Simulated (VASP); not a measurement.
# FePt (P4/mmm) in VASP: notebook, part 2 of 2

VASP 6.6.1. The steps go on from the part before.

### Step 4. Single point, PBEsol+D3(BJ), collinear spin, ferromagnetic start

This run uses another cell than the first one, of 13.08 Å³/atom.

INCAR

```
PREC = Accurate
ENCUT = 520
EDIFF = 1E-7
ISMEAR = -1
SIGMA = 0.05
LREAL = False
LASPH = True
NELM = 150
ALGO = Normal
ISIF = 2
LWAVE = False
LCHARG = False
ISPIN = 2
MAGMOM = 0 3
LORBIT = 11
LMAXMIX = 4
GGA = PS
IVDW = 12
NBANDS = 20
```

KPOINTS

```
Automatic mesh
0
Gamma
  10 10 7
```

POSCAR

```
FePt
1.0
    2.6713922690      0.0000000000      0.0000000000
    0.0000000000      2.6713922690      0.0000000000
    0.0000000000      0.0000000000      3.6643814497
Pt Fe
1 1
Direct
    0.5000000000      0.5000000000      0.5000000000
    0.0000000000      0.0000000000      0.0000000000
```

Potentials or basis: VASP PAW PBE potentials, release 64 (Pt, Fe).

Launch:

```console
$ cat potpaw_PBE.64/Pt/POTCAR potpaw_PBE.64/Fe/POTCAR > POTCAR
$ mpirun -np 1 vasp_std > vasp.out
```

OUTCAR:

```text
PREC = Accurate
   ENCUT = 520
   EDIFF = 1E-7
   ISMEAR = -1
   LREAL = False
   LASPH = True
   NELM = 150
   ISIF = 2
   ISPIN = 2
   LORBIT = 11
   GGA = PS
   IVDW = 12
 IVDW          = 12

 ion  position               nearest neighbor table
   1  0.500  0.500  0.500-   2 2.63   2 2.63   2 2.63   2 2.63   2 2.63   2 2.63   2 2.63   2 2.63

   2  0.000  0.000  0.000-   1 2.63   1 2.63   1 2.63   1 2.63   1 2.63   1 2.63   1 2.63   1 2.63

  LATTYP: Found a simple tetragonal cell.
 ALAT       =     2.6713922690
 C/A-ratio  =     1.3717122312
[... 1326 lines left out ...]
  external pressure =       -2.65 kB  Pullay stress =        0.00 kB

 VOLUME and BASIS-vectors are now :
 -----------------------------------------------------------------------------
  energy-cutoff  :      520.00
  volume of cell :       26.15
      direct lattice vectors                 reciprocal lattice vectors
     2.671392269  0.000000000  0.000000000     0.374336638  0.000000000  0.000000000
     0.000000000  2.671392269  0.000000000     0.000000000  0.374336638  0.000000000
     0.000000000  0.000000000  3.664381450     0.000000000  0.000000000  0.272897354

 POSITION                                       TOTAL-FORCE (eV/Angst)
 -----------------------------------------------------------------------------------
      1.33570      1.33570      1.83219         0.000000      0.000000      0.000000
      0.00000      0.00000      0.00000         0.000000      0.000000      0.000000
 -----------------------------------------------------------------------------------
    total drift:                               -0.000000      0.000000      0.000000

  FREE ENERGIE OF THE ION-ELECTRON SYSTEM (eV)
  ---------------------------------------------------
  free  energy   TOTEN  =       -17.3583269696 eV

  energy  without entropy=      -17.3480065835  energy(sigma->0) =      -17.35316678

 total charge

# of ion       s       p       d       tot
------------------------------------------
    1        0.736   0.735   8.082   9.553
    2        0.433   0.502   6.174   7.109
--------------------------------------------------
tot          1.169   1.237  14.256  16.662

 magnetization (x)

# of ion       s       p       d       tot
------------------------------------------
    1       -0.024  -0.063   0.423   0.335
    2        0.003  -0.005   2.820   2.818
--------------------------------------------------
tot         -0.022  -0.068   3.243   3.153
```

OSZICAR:

```text
N       E                     dE             d eps       ncg     rms          rms(c)
DAV:   1     0.926183190565E+02    0.92618E+02   -0.84430E+03  7200   0.101E+03
DAV:   2    -0.140668149505E+02   -0.10669E+03   -0.94169E+02  6856   0.220E+02
DAV:   3    -0.178872243242E+02   -0.38204E+01   -0.37132E+01  7792   0.474E+01
DAV:   4    -0.179316830879E+02   -0.44459E-01   -0.44423E-01  7556   0.432E+00
DAV:   5    -0.179328044333E+02   -0.11213E-02   -0.11213E-02  8012   0.770E-01    0.188E+01
DAV:   6    -0.186042794483E+02   -0.67148E+00   -0.92860E+00  7480   0.613E+01    0.217E+01
DAV:   7    -0.165001658603E+02    0.21041E+01   -0.76805E+00  8620   0.612E+01    0.972E+00
DAV:   8    -0.163717446775E+02    0.12842E+00   -0.41269E-01  8896   0.871E+00    0.454E+00
DAV:   9    -0.162954795434E+02    0.76265E-01   -0.11866E-01  9668   0.612E+00    0.192E+00
DAV:  10    -0.162837001631E+02    0.11779E-01   -0.24525E-02 10280   0.245E+00    0.691E-01
DAV:  11    -0.162832555133E+02    0.44465E-03   -0.18918E-03  9244   0.529E-01    0.277E-01
DAV:  12    -0.162832261280E+02    0.29385E-04   -0.18524E-04  8712   0.176E-01    0.913E-02
DAV:  13    -0.162832367505E+02   -0.10622E-04   -0.48245E-05  8640   0.817E-02    0.366E-02
DAV:  14    -0.162832299927E+02    0.67578E-05   -0.75939E-06  8716   0.475E-02    0.144E-02
DAV:  15    -0.162832297767E+02    0.21594E-06   -0.11878E-06  9888   0.212E-02    0.456E-03
DAV:  16    -0.162832298198E+02   -0.43085E-07   -0.21285E-07  4628   0.825E-03
   1 F= -.17358327E+02 E0= -.17353167E+02  d E =-.103204E-01  mag=     3.1951
```

stdout:

```text
POSCAR found type information on POSCAR PtFe
 POSCAR found :  2 types and       2 ions
 scaLAPACK will be used
 -----------------------------------------------------------------------------
|                                                                             |
|                                                                             |
|     You enforced a specific xc type in the INCAR file but a different       |
|     I HOPE YOU KNOW WHAT YOU ARE DOING!                                     |
|                                                                             |
 -----------------------------------------------------------------------------

 LDA part: xc-table for (Slater+PW92), standard interpolation
 POSCAR, INCAR and KPOINTS ok, starting setup
 FFT: planning ... GRIDC
 FFT: planning ... GRID_SOFT
 FFT: planning ... GRID
 WAVECAR not read
 entering main loop
```

Run time: 79 s. Hardware: 1 thread of Oxide Virtual Turin-like, shared host; peak memory 0.17 GiB.

What came out:

```yaml
Free_energy: -17.3583 eV
Pressure: -0.3 GPa
Net_moment: 3.20 μB per cell
Site_moments: Pt +0.34; Fe +2.82 μB
Valence_electrons_inside_the_program's_atomic_spheres: Pt 9.55; Fe 7.11
Dispersion_energy_per_atom: -0.538 eV
```

Levels at points of the mesh, in eV from the Fermi level:
Spin up:
```csv
k point,band 7,band 8,band 9,band 10,band 11,band 12,band 13,band 14,band 15,band 16
"(0.00, 0.00, 0.00)",-2.04,-1.86,-0.42,-0.23,-0.23,2.19,10.32,12.01,12.01,17.27
"(0.50, 0.00, 0.00)",-2.86,-2.46,-2.06,-1.68,0.35,2.28,10.72,10.92,13.08,13.89
"(0.50, 0.50, 0.00)",-0.38,-0.30,-0.30,0.72,1.58,1.58,8.17,10.75,11.06,12.63
```
Spin down:
| k point | band 6 | band 7 | band 8 | band 9 | band 10 | band 11 |
| --- | --- | --- | --- | --- | --- | --- |
| (0.00, 0.00, 0.00) | -0.90 | -0.76 | 0.54 | 1.71 | 1.79 | 1.79 |
| (0.50, 0.00, 0.00) | -1.42 | -1.35 | -1.07 | 0.43 | 0.69 | 2.61 |
| (0.50, 0.50, 0.00) | 1.31 | 1.69 | 1.80 | 1.80 | 1.86 | 1.86 |

Caveat: the PAW data sets were made with another functional, which shifts forces and pressure a little; spin-orbit coupling is left out, which moves the levels of the heavy elements.

### Step 5. Summary

```csv
task,level,cell,cutoff (eV),smearing,gap on the mesh (eV),pressure (GPa),moment (μB)
single point,PBE,"a = 2.724, b = 2.724, c = 3.720 Å, 2 atoms",520,gaussian 0.023 eV,none,2.9,3.26
relaxation of cell and atoms,PBE+D3(BJ),"relaxed from a = 2.724, b = 2.724, c = 3.720 Å, 2 atoms",600,fermi-dirac 0.05 eV,none,0.0,3.24
single point,PBEsol+D3(BJ),"a = 2.671, b = 2.671, c = 3.664 Å, 2 atoms",520,fermi-dirac 0.05 eV,none,-0.3,3.20
```

Alike in all rows: potentials or basis VASP PAW PBE potentials, release 64 (Pt, Fe); spin collinear, ferromagnetic start; k mesh 10 × 10 × 7.

Caveats: spin-orbit coupling is left out, which moves the levels of the heavy elements; the PAW data sets were made with another functional, which shifts forces and pressure a little (at least some runs).

Absolute energies hang on the potentials; compare differences alone.
